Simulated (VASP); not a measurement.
# Ni2Ge (P6_3/mmc) in VASP: notebook

Ni2Ge is run at these levels: r2SCAN; tasks: single point.

Program: VASP 6.6.1. These are calculated values, not measurements. Logs are shortened: lines on timing, memory, paths and dates and some standing lists are left out, and cuts for length are marked.

### 1 The cell of the first run

The structure is hexagonal, space group P6_3/mmc (No. 194). Conventional cell: a = 3.660 Å, b = 3.660 Å, c = 4.634 Å, α = 90.00°, β = 90.00°, γ = 120.00°. Ni (site symmetry -6m2) has 5 Ge at 2.11 to 2.32 Å and 6 Ni at 2.41 Å within 2.8 Å. Within 3.1 Å of Ni (site symmetry -3m) lie 8 Ni at 2.32 to 2.41 Å and 6 Ge at 2.41 Å. Within 2.8 Å of Ge (site symmetry -6m2) lie 11 Ni at 2.11 to 2.41 Å.

### 2 Single point, r2SCAN (strain -0.080 along x and y, -0.080 along z)

File POSCAR:

```
Ni2Ge
1.0
    3.6598892839      0.0000000000      0.0000000000
   -1.8299446419      3.1695570949      0.0000000000
    0.0000000000      0.0000000000      4.6343854845
Ni Ge
4 2
Direct
    0.6666666667      0.3333333333      0.2500000000
    0.3333333333      0.6666666667      0.7500000000
    0.0000000000      0.0000000000      0.0000000000
    0.0000000000      0.0000000000      0.5000000000
    0.6666666667      0.3333333333      0.7500000000
    0.3333333333      0.6666666667      0.2500000000
```

File INCAR.step1:

```
PREC = Accurate ; ENCUT = 520
ISMEAR = 0 ; SIGMA = 0.15
LREAL = False ; LASPH = True
NELM = 100 ; NBANDS = 43
GGA = PE ; ALGO = Normal
EDIFF = 1E-4 ; LWAVE = True
LCHARG = False
```

File INCAR.step2:

```
PREC = Accurate ; ENCUT = 520
EDIFF = 1E-6 ; ISMEAR = 0
SIGMA = 0.15 ; LREAL = False
LASPH = True ; NELM = 100
ALGO = Normal ; ISIF = 2
LWAVE = False ; LCHARG = True
METAGGA = R2SCAN ; LMIXTAU = True
LELF = True ; LVHAR = True
NBANDS = 43 ; ISTART = 1
```

File KPOINTS:

```
Automatic mesh
0
Gamma
  12 12 10
```

Potentials or basis: VASP PAW PBE potentials, release 64 (Ni, Ge_d).

On the command line:

```
cat potpaw_PBE.64/Ni/POTCAR potpaw_PBE.64/Ge_d/POTCAR > POTCAR
cp INCAR.step1 INCAR
mpirun -np 1 vasp_std > vasp.out
cp INCAR.step2 INCAR
mpirun -np 1 vasp_std > vasp.out
```

OUTCAR:

```text
PREC = Accurate
   ENCUT = 520
   EDIFF = 1E-6
   ISMEAR = 0
   LREAL = False
   LASPH = True
   NELM = 100
   ISIF = 2
   METAGGA = R2SCAN
   ISTART = 1

 ion  position               nearest neighbor table
   1  0.667  0.333  0.250-   6 2.11   6 2.11   6 2.11   5 2.32   5 2.32   3 2.41   4 2.41   3 2.41
                             4 2.41   3 2.41   4 2.41
   2  0.333  0.667  0.750-   5 2.11   5 2.11   5 2.11   6 2.32   6 2.32   3 2.41   4 2.41   4 2.41
                             3 2.41   4 2.41   3 2.41
   3  0.000  0.000  0.000-   4 2.32   4 2.32   1 2.41   5 2.41   6 2.41   2 2.41   2 2.41   6 2.41
                             1 2.41   5 2.41   1 2.41   5 2.41   2 2.41   6 2.41
   4  0.000  0.000  0.500-   3 2.32   3 2.32   1 2.41   5 2.41   6 2.41   2 2.41   2 2.41   6 2.41
                             1 2.41   5 2.41   1 2.41   5 2.41   2 2.41   6 2.41
   5  0.667  0.333  0.750-   2 2.11   2 2.11   2 2.11   1 2.32   1 2.32   3 2.41   4 2.41   3 2.41
                             4 2.41   3 2.41   4 2.41
   6  0.333  0.667  0.250-   1 2.11   1 2.11   1 2.11   2 2.32   2 2.32   3 2.41   4 2.41   4 2.41
                             3 2.41   4 2.41   3 2.41

  LATTYP: Found a hexagonal cell.
 ALAT       =     3.6598892839
 C/A-ratio  =     1.2662638471

  Lattice vectors:

 A1 = (   3.6598892839,   0.0000000000,   0.0000000000)
 A2 = (  -1.8299446419,   3.1695570949,   0.0000000000)
 A3 = (   0.0000000000,   0.0000000000,   4.6343854845)

Analysis of symmetry for initial positions (statically):
=====================================================================
 Subroutine PRICEL returns:
 Original cell was already a primitive cell.

 Routine SETGRP: Setting up the symmetry group for a
 hexagonal supercell.

 Subroutine GETGRP returns: Found 24 space group operations
 (whereof 12 operations were pure point group operations)
 out of a pool of 24 trial point group operations.

The static configuration has the point symmetry D_3d.
 The point group associated with its full space group is D_6h.

Analysis of symmetry for dynamics (positions and initial velocities):
=====================================================================
 Subroutine PRICEL returns:
 Original cell was already a primitive cell.

 Routine SETGRP: Setting up the symmetry group for a
 hexagonal supercell.

 Subroutine GETGRP returns: Found 24 space group operations
 (whereof 12 operations were pure point group operations)
 out of a pool of 24 trial point group operations.

The dynamic configuration has the point symmetry D_3d.
 The point group associated with its full space group is D_6h.

 Subroutine INISYM returns: Found 24 space group operations
 (whereof 12 operations are pure point group operations),
 and found     1 'primitive' translations

----------------------------------------------------------------------------------------

                                     Primitive cell

  volume of cell :      53.7599

  direct lattice vectors                    reciprocal lattice vectors
     3.659889284  0.000000000  0.000000000     0.273232309  0.157750747  0.000000000
    -1.829944642  3.169557095  0.000000000     0.000000000  0.315501494  0.000000000
     0.000000000  0.000000000  4.634385485     0.000000000  0.000000000  0.215778339

  length of vectors
     3.659889284  3.659889284  4.634385485     0.315501494  0.315501494  0.215778339

  position of ions in fractional coordinates (direct lattice)
     0.666666667  0.333333333  0.250000000
     0.333333333  0.666666667  0.750000000
     0.000000000  0.000000000  0.000000000
     0.000000000  0.000000000  0.500000000
     0.666666667  0.333333333  0.750000000
     0.333333333  0.666666667  0.250000000

  ion indices of the primitive-cell ions
   primitive index   ion index
                 1           1
                 2           2
                 3           3
                 4           4
                 5           5
                 6           6

----------------------------------------------------------------------------------------

 KPOINTS: Automatic mesh

Automatic generation of k-mesh.
 Grid dimensions read from file:
 generate k-points for:   12   12   10

 Generating k-lattice:

  Cartesian coordinates                     Fractional coordinates (reciprocal lattice)
     0.022769359  0.013145896  0.000000000     0.083333333  0.000000000  0.000000000
     0.000000000  0.026291791  0.000000000     0.000000000  0.083333333  0.000000000
     0.000000000  0.000000000  0.021577834     0.000000000  0.000000000  0.100000000

  Length of vectors
     0.026291791  0.026291791  0.021577834

  Shift w.r.t. Gamma in fractional coordinates (k-lattice)
     0.000000000  0.000000000  0.000000000

 Subroutine IBZKPT returns following result:
 ===========================================

 Found    114 irreducible k-points:

 Following reciprocal coordinates:
            Coordinates               Weight
  0.000000  0.000000  0.000000      1.000000
  0.083333  0.000000  0.000000      6.000000
  0.166667  0.000000  0.000000      6.000000
  0.250000  0.000000  0.000000      6.000000
  0.333333  0.000000  0.000000      6.000000
  0.416667  0.000000  0.000000      6.000000
[... 16 lines left out ...]
  0.250000  0.000000  0.100000     12.000000
  0.333333  0.000000  0.100000     12.000000
 [... further k-points ...]
   k-points           NKPTS =    114   k-points in BZ     NKDIM =    114   number of bands    NBANDS=     43
   number of dos      NEDOS =    301   number of ions     NIONS =      6
   total plane-waves  NPLWV =  28224
   dimension x,y,z NGX =    28 NGY =   28 NGZ =   36
   dimension x,y,z NGXF=    56 NGYF=   56 NGZF=   72
   ions per type =               4   2
   NGX,Y,Z   is equivalent  to a cutoff of  12.72, 12.72, 12.91 a.u.
   NGXF,Y,Z  is equivalent  to a cutoff of  25.44, 25.44, 25.83 a.u.
 SYSTEM =  unknown system
   PREC   = accura    normal or accurate (medium, high low for compatibility)
   ISTART =      1    job   : 0-new  1-cont  2-samecut
   ICHARG =      0    charge: 1-file 2-atom 10-const
   ISPIN  =      1    spin polarized calculation?
   LNONCOLLINEAR =      F non collinear calculations
   LSORBIT =      F    spin-orbit coupling
   LASPH  =      T    aspherical Exc in radial PAW
   ENCUT  =  520.0 eV  38.22 Ry    6.18 a.u.   6.80  6.80  8.62*2*pi/ulx,y,z
   NELM   =    100;   NELMIN=  2; NELMDL=  0     # of ELM steps
   EDIFF  = 0.1E-05   stopping-criterion for ELM
   LREAL  =      F    real-space projection
   EDIFFG = 0.1E-04   stopping-criterion for IOM
   NSW    =      0    number of steps for IOM
   IBRION =     -1    ionic relax: 0-MD 1-quasi-New 2-CG
   NFREE  =      0    steps in history (QN), initial steepest desc. (CG)
   ISIF   =      2    stress and relaxation
   ISYM   =      2    0-nonsym 1-usesym 2-fastsym
   POTIM  = 0.5000    time-step for ionic-motion
   TEBEG  =    0.0;   TEEND  =   0.0 temperature during run
   PSTRESS=    0.0 pullay stress
   NELECT =      68.0000    total number of electrons
   NUPDOWN=      -1.0000    fix difference up-down
   EMIN   =  10.00;   EMAX   =-10.00  energy-range for DOS
   EFERMI =   0.00;   METHOD = LEGACY
   ISMEAR =     0;   SIGMA  =   0.15  broadening in eV -4-tet -1-fermi 0-gaus
   EFERMI_NEDOS =   21; number of points for ismear=-14 and -15
   IALGO  =     38    algorithm
   IMIX   =      4    mixing-type and parameters
     AMIX     =   0.40;   BMIX     =  1.00
     AMIX_MAG =   1.60;   BMIX_MAG =  1.00
  volume/ion in A,a.u.               =       8.96        60.46
  Fermi-wavevector in a.u.,A,eV,Ry     =   1.770482  3.345726 42.648922  3.134607
  Thomas-Fermi vector in A             =   2.837264
   LORBIT       =      0    0 simple, 1 ext, 2 COOP (PROOUT), +10 PAW based schemes
   METAGGA = R2SCAN    functional components
   LHFCALC =     F    Hartree Fock is set to
   AEXX    =    0.0000 exact exchange contribution
   IVDW    =     0    specifies the selected vdW correction
   LEPSILON=     F    determine dielectric tensor
   LRPA    =     F    only Hartree local field effects (RPA)
 non-spin polarized calculation
 Gauss-broadening in eV      SIGMA  =   0.15
  energy-cutoff  :      520.00
  volume of cell :       53.76
 maximum number of plane-waves:      1473
 NGX is ok and might be reduce to    28
   NGX = 13   NGY = 13   NGZ = 17

 number of electron      68.0000039 magnetization

 Free energy of the ion-electron system (eV)
  ---------------------------------------------------
  ext. energy  EPLUGINS =         0.00000000
  ---------------------------------------------------
  free energy    TOTEN  =       -73.60107891 eV

  energy without entropy =      -73.57147130  energy(sigma->0) =      -73.58627511

 E-fermi :  14.3815     XC(G=0): -16.3632

 val. band max:       14.3735947914   @ k =   0.1667   0.0000   0.0000
 cond. band min:      14.3956025463   @ k =   0.3333   0.2500   0.0000
 fundamental gap:      0.0220077549
 Fermi energy:        14.3814558808

 k-point     1 :       0.0000    0.0000    0.0000
  band No.  band energies     occupation
      1     -11.6907      2.00000
      2     -11.6751      2.00000
      3     -11.6581      2.00000
      4     -11.6581      2.00000
      5     -11.6200      2.00000
      6     -11.6200      2.00000
[... 35 lines left out ...]
     42      21.5251      0.00000
     43      24.5723      0.00000

 k-point     2 :       0.0833    0.0000    0.0000
  band No.  band energies     occupation
      1     -11.6903      2.00000
      2     -11.6744      2.00000
      3     -11.6588      2.00000
      4     -11.6570      2.00000
      5     -11.6215      2.00000
      6     -11.6206      2.00000
[... 35 lines left out ...]
     42      22.1384      0.00000
     43      23.9879      0.00000

 k-point     3 :       0.1667    0.0000    0.0000
  band No.  band energies     occupation
      1     -11.6892      2.00000
      2     -11.6726      2.00000
      3     -11.6607      2.00000
      4     -11.6541      2.00000
      5     -11.6259      2.00000
      6     -11.6210      2.00000
[... 919 lines left out ...]
      6     -11.6209      2.00000
[... 35 lines left out ...]
     42      22.9610      0.00000
     43      23.8769      0.00000

 k-point    24 :       0.3333    0.0000    0.1000
  band No.  band energies     occupation
      1     -11.6858      2.00000
      2     -11.6692      2.00000
      3     -11.6637      2.00000
      4     -11.6498      2.00000
      5     -11.6327      2.00000
      6     -11.6203      2.00000
[... 35 lines left out ...]
     42      23.4169      0.00000
     43      25.0734      0.00000

 [... further k-points ...]

------------------------ aborting loop because EDIFF is reached ----------------------------------------

  FORCE on cell =-STRESS in cart. coord.  units (eV):
  Direction    XX          YY          ZZ          XY          YZ          ZX
  --------------------------------------------------------------------------------------
  -------------------------------------------------------------------------------------
  Total       32.2713172     32.2713172     27.2836184      0.0000000      0.0000000      0.0000000
  in kB      961.7641676    961.7641676    813.1185466      0.0000000      0.0000000      0.0000000
  external PRESSURE =     912.2156273 kB  Pullay stress =       0.0000000 kB

 VOLUME and BASIS-vectors are now :
 -----------------------------------------------------------------------------
  energy-cutoff  :      520.00
  volume of cell :       53.76
      direct lattice vectors                 reciprocal lattice vectors
     3.659889284  0.000000000  0.000000000     0.273232309  0.157750747  0.000000000
    -1.829944642  3.169557095  0.000000000     0.000000000  0.315501494  0.000000000
     0.000000000  0.000000000  4.634385485     0.000000000  0.000000000  0.215778339

 POSITION                                       TOTAL-FORCE (eV/Angst)
 -----------------------------------------------------------------------------------
      1.82994      1.05652      1.15860        -0.000000      0.000000      0.000000
     -0.00000      2.11304      3.47579         0.000000      0.000000      0.000000
      0.00000      0.00000      0.00000        -0.000000      0.000000      0.000000
      0.00000      0.00000      2.31719        -0.000000      0.000000      0.000000
      1.82994      1.05652      3.47579         0.000000     -0.000000      0.000000
     -0.00000      2.11304      1.15860        -0.000000      0.000000      0.000000
 -----------------------------------------------------------------------------------
    total drift:                               -0.000000      0.000000     -0.000000

  FREE ENERGIE OF THE ION-ELECTRON SYSTEM (eV)
  ---------------------------------------------------
  free  energy   TOTEN  =       -73.6010789120 eV

  energy  without entropy=      -73.5714713013  energy(sigma->0) =      -73.58627511
```

Run time: 11 min. Hardware: 1 thread of Intel Xeon 6975P-C (Granite Rapids), shared host; peak memory 0.32 GiB.

Results:

```
Free energy            : -73.6011 eV
Pressure               : 91.2 GPa
Band gap on the k mesh : zero (band 34 reaches 18.06 eV, above the bottom of band 35 at 13.56 eV)
```

Stress tensor (GPa, compression positive):
```
96.18  0.00  0.00
 0.00 96.18  0.00
 0.00  0.00 81.31
```

Caveat: the cell differs from its parent crystal (strain -0.080 along x and y, -0.080 along z); the PAW data sets were made with another functional, which shifts forces and pressure a little. Spin polarisation is off, so any magnetic state and its effect on volume and gap are missing.

### 3 Single point, r2SCAN (strain -0.080 along x and y, -0.040 along z)

Changes to POSCAR since step 2:

```diff
@@ -4,3 +4,3 @@
    -1.8299446419      3.1695570949      0.0000000000
-    0.0000000000      0.0000000000      4.6343854845
+    0.0000000000      0.0000000000      4.8358805055
 Ni Ge
```

File INCAR.step1:

```
PREC = Accurate ; ENCUT = 520
ISMEAR = 0 ; SIGMA = 0.15
LREAL = F ; LASPH = T
NELM = 60 ; NBANDS = 43
GGA = PE ; ALGO = Normal
EDIFF = 1E-4 ; LWAVE = T
LCHARG = F
```

File INCAR.step2:

```
PREC = Accurate ; ENCUT = 520
EDIFF = 1E-6 ; ISMEAR = 0
SIGMA = 0.15 ; LREAL = F
LASPH = T ; NELM = 60
ALGO = Normal ; ISIF = 2
LWAVE = F ; LCHARG = F
METAGGA = R2SCAN ; LMIXTAU = T
NBANDS = 43 ; ISTART = 1
```

File KPOINTS:

```
regular mesh
0
Gamma
  12 12 10
```

Potentials or basis: VASP PAW PBE potentials, release 64 (Ni, Ge_d).

On the command line:

```
cat potpaw_PBE.64/Ni/POTCAR potpaw_PBE.64/Ge_d/POTCAR > POTCAR
cp INCAR.step1 INCAR
mpirun -np 1 vasp_std > vasp.out
cp INCAR.step2 INCAR
mpirun -np 1 vasp_std > vasp.out
```

Wall time 8.9 min (1 thread of Intel Xeon 6975P-C (Granite Rapids), shared host); peak memory 0.33 GiB.

The run converged. Its results:

| Item | Value |
| --- | --- |
| Free energy | -74.5472 eV |
| Pressure | 71.1 GPa |
| Band gap on the k mesh | zero (band 34 reaches 17.35 eV, above the bottom of band 35 at 12.74 eV) |

Stress tensor (GPa, compression positive):
```
81.48  0.00  0.00
 0.00 81.48  0.00
 0.00  0.00 50.19
```

Levels at points of the mesh, in eV from the Fermi level:
| k point | band 31 | band 32 | band 33 | band 34 | band 35 | band 36 | band 37 | band 38 |
| --- | --- | --- | --- | --- | --- | --- | --- | --- |
| (0.00, 0.00, 0.00) | -0.78 | -0.78 | -0.04 | 3.77 | 3.77 | 3.84 | 3.84 | 3.98 |
| (0.50, 0.00, 0.00) | -1.83 | -1.56 | -1.39 | -0.87 | -0.82 | 1.44 | 2.29 | 4.48 |
| (0.00, 0.00, 0.50) | -1.52 | -1.52 | 2.48 | 2.48 | 4.34 | 4.34 | 4.34 | 4.34 |
| (0.50, 0.00, 0.50) | -1.63 | -1.63 | -1.18 | -1.18 | 1.17 | 1.17 | 3.92 | 3.92 |

Caveat: the cell differs from its parent crystal (strain -0.080 along x and y, -0.040 along z); the PAW data sets were made with another functional, which shifts forces and pressure a little.

### 4 Single point, r2SCAN (strain -0.040 along x and y, +0.000 along z)

Changes to POSCAR since step 3:

```diff
@@ -2,5 +2,5 @@
 1.0
-    3.6598892839      0.0000000000      0.0000000000
-   -1.8299446419      3.1695570949      0.0000000000
-    0.0000000000      0.0000000000      4.8358805055
+    3.8190149049      0.0000000000      0.0000000000
+   -1.9095074525      3.3073639251      0.0000000000
+    0.0000000000      0.0000000000      5.0373755266
 Ni Ge
```

File INCAR.step1:

```
SYSTEM = Ni2Ge
ALGO     = Normal         ! electronic algorithm
EDIFF    = 1E-4           ! SCF threshold, eV
ENCUT    = 520            ! plane-wave cutoff, eV
GGA      = PE             ! functional
ISMEAR   = 0              ! smearing method
LASPH    = .TRUE.         ! aspherical terms in the spheres
LCHARG   = .FALSE.        ! write CHGCAR
LREAL    = .FALSE.        ! projectors in reciprocal space
LWAVE    = .TRUE.         ! write WAVECAR
NBANDS   = 43             ! bands
NELM     = 100            ! most SCF steps
PREC     = Accurate       ! precision mode
SIGMA    = 0.15           ! smearing width, eV
```

File INCAR.step2:

```
SYSTEM = Ni2Ge
ALGO     = Normal         ! electronic algorithm
EDIFF    = 1E-7           ! SCF threshold, eV
ENCUT    = 520            ! plane-wave cutoff, eV
ISIF     = 2              ! what is computed and relaxed
ISMEAR   = 0              ! smearing method
ISTART   = 1            
LASPH    = .TRUE.         ! aspherical terms in the spheres
LCHARG   = .FALSE.        ! write CHGCAR
LMIXTAU  = .TRUE.       
LREAL    = .FALSE.        ! projectors in reciprocal space
LWAVE    = .FALSE.        ! write WAVECAR
METAGGA  = R2SCAN         ! meta-GGA
NBANDS   = 43             ! bands
NELM     = 100            ! most SCF steps
PREC     = Accurate       ! precision mode
SIGMA    = 0.15           ! smearing width, eV
```

File KPOINTS:

```
k-points
0
G
  12 12 10
  0 0 0
```

On the command line:

```
cat potpaw_PBE.64/Ni/POTCAR potpaw_PBE.64/Ge_d/POTCAR > POTCAR
cp INCAR.step1 INCAR
mpirun -np 1 vasp_std > vasp.out
cp INCAR.step2 INCAR
mpirun -np 1 vasp_std > vasp.out
```

It took 16 min on 1 thread of AMD EPYC 9R45 (Zen 5), shared host; peak memory 0.33 GiB.

It converged, with:

| Item | Value |
| --- | --- |
| Free energy | -76.6174 eV |
| Pressure | 21.8 GPa |
| Band gap on the k mesh | zero (band 34 reaches 14.70 eV, above the bottom of band 35 at 10.72 eV) |

Stress tensor (GPa, compression positive):
```
26.96  0.00  0.00
 0.00 26.96  0.00
 0.00  0.00 11.40
```

Levels at points of the mesh, in eV from the Fermi level:
| k point | band 30 | band 31 | band 32 | band 33 | band 34 | band 35 | band 36 | band 37 | band 38 | band 39 |
| --- | --- | --- | --- | --- | --- | --- | --- | --- | --- | --- |
| (0.00, 0.00, 0.00) | -1.20 | -0.66 | -0.66 | -0.03 | 3.27 | 3.30 | 3.30 | 3.49 | 3.49 | 3.73 |
| (0.50, 0.00, 0.00) | -1.55 | -1.50 | -1.32 | -1.15 | -0.73 | -0.69 | 0.98 | 2.02 | 3.85 | 3.96 |
| (0.00, 0.00, 0.50) | -1.28 | -1.28 | -1.28 | 1.95 | 1.95 | 3.81 | 3.81 | 3.81 | 3.81 | 4.83 |
| (0.50, 0.00, 0.50) | -1.73 | -1.36 | -1.36 | -1.00 | -1.00 | 1.03 | 1.03 | 3.27 | 3.27 | 6.42 |

Caveat: the cell differs from its parent crystal (strain -0.040 along x and y, +0.000 along z); the PAW data sets were made with another functional, which shifts forces and pressure a little.

### 5 Summary

```csv
cell,gap on the mesh (eV),pressure (GPa)
"a = 3.660, b = 3.660, c = 4.634 Å, angles 90.0, 90.0, 120.0°, 6 atoms",none,91.2
"a = 3.660, b = 3.660, c = 4.836 Å, angles 90.0, 90.0, 120.0°, 6 atoms",none,71.1
"a = 3.819, b = 3.819, c = 5.037 Å, angles 90.0, 90.0, 120.0°, 6 atoms",none,21.8
```

Alike in all rows: task single point; level r2SCAN; potentials or basis VASP PAW PBE potentials, release 64 (Ni, Ge_d); no spin polarisation; k mesh 12 × 12 × 10; cutoff (eV) 520; smearing gaussian 0.15 eV.

Caveats: the PAW data sets were made with another functional, which shifts forces and pressure a little.

Total energies depend on the potentials used, so only differences within one code and one set of settings carry meaning.
